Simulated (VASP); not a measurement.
# H4C2O in VASP: notebook, part 2 of 2

VASP 6.6.1. Earlier steps stand in the parts before.

## 3. Single point, PBE+D3(BJ)

Contents of INCAR:

```
SYSTEM = H4C2O
ALGO = Normal ; EDIFF = 1E-6
ENCUT = 1000 ; GGA = PE
GGA_COMPAT = .FALSE. ; ISIF = 2
ISMEAR = -1 ; IVDW = 12
LASPH = .TRUE. ; LCHARG = .FALSE.
LREAL = Auto ; LWAVE = .FALSE.
NBANDS = 43 ; NELM = 120
PREC = Accurate ; SIGMA = 0.05
```

Contents of KPOINTS:

```
k-points
0
G
  1 1 1
  0 0 0
```

Contents of POSCAR:

```
H4C2O
1.0
    6.8873110000      0.0000000000      0.0000000000
    0.0000000000      6.8873110000      0.0000000000
    0.0000000000      0.0000000000      6.8873110000
C H O
6 12 3
Direct
    0.1294264191      0.9734423202     -0.0309845163
    0.7217040148      0.2323693529      0.8222657580
    0.7634184081      0.5629773361      0.3954228290
    0.1925424886      0.5023440934      0.6896740978
    0.7176240481      0.7100739316      0.9362434773
    0.6923311580      0.0096554374      0.3454468660
    0.2778733239      0.9419641425     -0.0627095248
    0.0906013973      0.8919301016      0.0995744203
    0.0502953910      0.9112264569     -0.1559679823
    0.1080102234      1.1209744993     -0.0228681411
    0.7937350295      0.3094531378      0.9368387750
    0.6011635020      0.1409548661      0.8921624129
    0.8140622661      0.1201920459      0.7564926283
    0.6666317232      0.3144478302      0.7046291361
    0.7551858773      0.4022179338      0.3735274914
    0.8543973112      0.6086555406      0.5170377815
    0.6175850052      0.6146375559      0.4130930054
    0.8086755484      0.6247721353      0.2577929180
    0.3268329251      0.4393151406      0.7548519299
    0.5675945227      0.7199036024      1.0046736673
    0.5442036812     -0.0054593150      0.4124396299
```

Potentials or basis: VASP PAW PBE potentials, release 64 (C_h, H_h, O_h).

The run is started by

```console
$ cat potpaw_PBE.64/C_h/POTCAR potpaw_PBE.64/H_h/POTCAR potpaw_PBE.64/O_h/POTCAR > POTCAR
$ mpirun -np 1 vasp_gam > vasp.out
```

Wall time 58 s (1 thread of AMD EPYC 7R13 (Zen 3), shared host); peak memory 0.68 GiB.

The run converged. Its results:

```yaml
Free_energy: -117.2992 eV
Pressure: 1.6 GPa
Largest_force: 2.999 eV/Å
Dispersion_energy_per_atom: -0.037 eV
```

Forces in eV/Å, atoms in the order of the input:
```
C   -0.173 -2.848 -0.710
C   -0.925 -2.771  0.679
C    0.015 -0.852 -0.374
C   -1.924  0.935 -0.964
C   -0.332 -0.039 -0.045
C    1.133  0.255 -0.444
H    1.104 -0.041 -0.035
H   -0.165  0.247  0.105
H   -0.091  0.201  0.339
H   -0.482  2.415  0.363
H    0.454  0.514  0.231
H    0.678  1.011 -0.567
H    0.376  0.237  0.211
H   -0.517  0.981 -0.537
H    0.317  0.524  0.333
H    0.099 -0.208 -0.079
H   -0.829  0.187  0.361
H    0.604  0.156 -0.090
O    1.807 -0.887  0.948
O    0.101  0.042 -0.237
O   -1.249 -0.059  0.513
```

Stress tensor (GPa, compression positive):
```
 3.17 -1.47  0.61
-1.47  1.24 -0.46
 0.61 -0.46  0.50
```

Levels at points of the mesh, in eV from the Fermi level:
```tsv
k point	band 25	band 26	band 27	band 28	band 29	band 30
(0.00, 0.00, 0.00)	-1.53	-1.40	-1.23	5.16	5.27	5.37
```

Caveat: the k points lie up to 0.91 Å⁻¹ apart, too coarse for converged energies, forces and pressures.

## 4. Single point, PBE+D3(BJ)

Contents of INCAR:

```
SYSTEM = H4C2O
  ALGO = Normal
  EDIFF = 1E-6
  ENCUT = 1000
  GGA = PE
  GGA_COMPAT = .FALSE.
  ISIF = 2
  ISMEAR = -1
  IVDW = 12
  LASPH = .TRUE.
  LCHARG = .FALSE.
  LREAL = Auto
  LWAVE = .FALSE.
  NBANDS = 43
  NELM = 120
  PREC = Accurate
  SIGMA = 0.05
```

KPOINTS is that of step 3.

Contents of POSCAR:

```
H4C2O
1.0
    6.8873110000      0.0000000000      0.0000000000
    0.0000000000      6.8873110000      0.0000000000
    0.0000000000      0.0000000000      6.8873110000
C H O
6 12 3
Direct
    0.1827563762      0.9399168994      0.1289908355
    0.7204263028      0.1815077031      0.8639946708
    0.8004865760      0.5071064745      0.4022905311
    0.2696553125      0.5855986466      0.6386817729
    0.6516476459      0.6846939248      0.8881840823
    0.6862765454      0.0711598474      0.4059203948
    0.2127245307      0.8733887580      0.2650236065
    0.0587311942      1.0363551174      0.1350890064
    0.1589735094      0.8198845674      0.0347160162
    0.3138815715      1.0207467036      0.0839514870
    0.6711617930      0.1160830402      0.9987206908
    0.5944409945      0.1841357244      0.7690664760
    0.8238193397      0.0863181581      0.7921233701
    0.7955209225      0.3240742287      0.8786448006
    0.9234663572      0.4333766836      0.3588483227
    0.7321144638      0.4366145220      0.5242975089
    0.6886867749      0.5117962584      0.2767117675
    0.8366254987      0.6582830367      0.4353222905
    0.2523481225      0.4194670460      0.6217230498
    0.5574309045      0.7738433766      0.9888474617
    0.5347079579      0.0076372332      0.3806710631
```

The run is started by

```console
$ cat potpaw_PBE.64/C_h/POTCAR potpaw_PBE.64/H_h/POTCAR potpaw_PBE.64/O_h/POTCAR > POTCAR
$ mpirun -np 1 vasp_gam > vasp.out
```

Run time: 66 s. Hardware: 1 thread of Intel Xeon Platinum 8259CL at 2.50GHz (Skylake/Cascade Lake), shared host; peak memory 0.71 GiB.

The run converged. Its results:

```yaml
Free_energy: -117.3642 eV
Pressure: 0.3 GPa
Largest_force: 3.479 eV/Å
Dispersion_energy_per_atom: -0.036 eV
```

Forces on the atoms (eV/Å):
```
C    0.624  0.817 -0.294
C    0.458  0.273 -0.351
C   -2.894  1.559 -1.138
C   -0.269 -2.176 -0.277
C    0.328 -0.179 -0.253
C   -0.916 -0.625 -0.294
H    0.075 -0.126  1.220
H   -0.351  0.129  0.085
H   -0.317 -0.607 -1.087
H   -0.445 -0.152 -0.002
H    0.270  0.155  0.439
H   -0.255  0.496 -0.186
H    0.301 -0.395  0.054
H   -0.649 -0.419  0.112
H    1.898 -1.247 -0.716
H   -0.113 -0.097  0.492
H    1.117 -0.146  1.154
H    0.015  0.114  0.184
O    0.246  2.158  0.249
O   -0.164  0.001  0.253
O    1.043  0.467  0.358
```

Stress tensor (GPa, compression positive):
```
 0.36 -1.36 -0.59
-1.36 -0.57  0.34
-0.59  0.34  1.22
```

Levels at points of the mesh, in eV from the Fermi level:
```
           k point  band 23  band 24  band 25  band 26  band 27  band 28  band 29  band 30  band 31  band 32
(0.00, 0.00, 0.00)    -1.73    -1.69    -1.59    -1.40    -1.19     4.82     5.12     5.41     5.51     5.55
```

Caveat: the k points lie up to 0.91 Å⁻¹ apart, too coarse for converged energies, forces and pressures; the atoms stand as in a frame of molecular dynamics.

## 5. Single point, PBE+D3(BJ)

Contents of INCAR:

```
ALGO = Normal
EDIFF = 1E-6
ENCUT = 1000
GGA = PE
GGA_COMPAT = False
ISIF = 2
ISMEAR = -1
IVDW = 12
LASPH = True
LCHARG = True
LELF = True
LREAL = Auto
LVHAR = True
LWAVE = False
NBANDS = 43
NELM = 120
PREC = Accurate
SIGMA = 0.05
```

Contents of KPOINTS:

```
k-points
0
Gamma
  1 1 1
```

Contents of POSCAR:

```
H4C2O
1.0
    6.8873110000      0.0000000000      0.0000000000
    0.0000000000      6.8873110000      0.0000000000
    0.0000000000      0.0000000000      6.8873110000
C H O
6 12 3
Direct
    0.1292298718      0.9476961211      0.0330586467
    0.6876420549      0.2204788313      0.8281960115
    0.8432372414      0.5246572381      0.3719945456
    0.2394840279      0.5157398261      0.6953989370
    0.6701144282      0.7398429108      0.8676155238
    0.6836593936      0.0168690692      0.3775715277
    0.2496786092      1.0190461035      0.1086967910
    0.0078081494      0.9301661791      0.1341949266
    0.1775927160      0.8053774334     -0.0189789199
    0.0832793505      1.0362148748     -0.0905946633
    0.7385689834      0.2153941271      0.9790279956
    0.5421132429      0.1573740663      0.8171025343
    0.7888007065      0.1391547543      0.7361489135
    0.6840566609      0.3720062763      0.7782601514
    0.8799928723      0.3702420480      0.3872738856
    0.8060899777      0.5853906541      0.5141615352
    0.7189446349      0.5396200193      0.2743771893
    0.9679806421      0.6032187710      0.3119901139
    0.1444587755      0.3893106986      0.7416902505
    0.5725428236      0.7392137617      1.0005654592
    0.5200838370      0.0070089358      0.3956306448
```

The run is started by

```console
$ cat potpaw_PBE.64/C_h/POTCAR potpaw_PBE.64/H_h/POTCAR potpaw_PBE.64/O_h/POTCAR > POTCAR
$ mpirun -np 1 vasp_gam > vasp.out
```

It took 88 s on 1 thread of Intel Xeon Platinum 8488C (Sapphire Rapids), shared host; peak memory 0.71 GiB.

The run converged. Its results:

```yaml
Free_energy: -117.8652 eV
Pressure: -0.1 GPa
Largest_force: 0.088 eV/Å
Dispersion_energy_per_atom: -0.036 eV
```

Forces in eV/Å, atoms in the order of the input:
```
C    0.030  0.010  0.019
C    0.042  0.030  0.002
C   -0.001  0.018 -0.008
C    0.022  0.019 -0.029
C   -0.050 -0.012  0.067
C    0.001  0.005 -0.009
H   -0.027 -0.009 -0.013
H    0.008  0.013 -0.001
H   -0.029  0.009  0.010
H    0.014 -0.001  0.003
H   -0.013 -0.012 -0.017
H   -0.013  0.008  0.018
H   -0.011 -0.005  0.030
H    0.007 -0.033 -0.006
H   -0.008 -0.005  0.011
H    0.002 -0.007 -0.001
H   -0.021 -0.001 -0.002
H   -0.007 -0.005 -0.016
O    0.008 -0.011  0.011
O    0.056 -0.002 -0.068
O   -0.007 -0.007 -0.001
```

Stress tensor (GPa, compression positive):
```
-0.02 -0.04  0.11
-0.04 -0.29 -0.04
 0.11 -0.04  0.01
```

Levels at points of the mesh, in eV from the Fermi level:
```csv
k point,band 24,band 25,band 26,band 27,band 28,band 29,band 30,band 31
"(0.00, 0.00, 0.00)",-1.65,-1.56,-1.34,-1.26,5.26,5.41,5.45,5.52
```

Caveat: the k points lie up to 0.91 Å⁻¹ apart, too coarse for converged energies, forces and pressures.

## 6. The runs side by side

| cell | pressure (GPa) | largest force (eV/Å) |
| --- | --- | --- |
| as given, atomic positions A | 0.9 | 1.69 |
| as given, atomic positions B | 1.6 | 3.00 |
| as given, atomic positions C | 0.3 | 3.48 |
| as given, atomic positions D | -0.1 | 0.09 |

Alike in all rows: task single point; level PBE+D3(BJ); potentials or basis VASP PAW PBE potentials, release 64 (C_h, H_h, O_h); no spin polarisation; k mesh 1 × 1 × 1; cutoff (eV) 1000; smearing fermi-dirac 0.05 eV.

Caveats: all runs use coarse meshes; the atoms stand as in a frame of molecular dynamics (at least some runs).

Absolute energies hang on the potentials; compare differences alone.
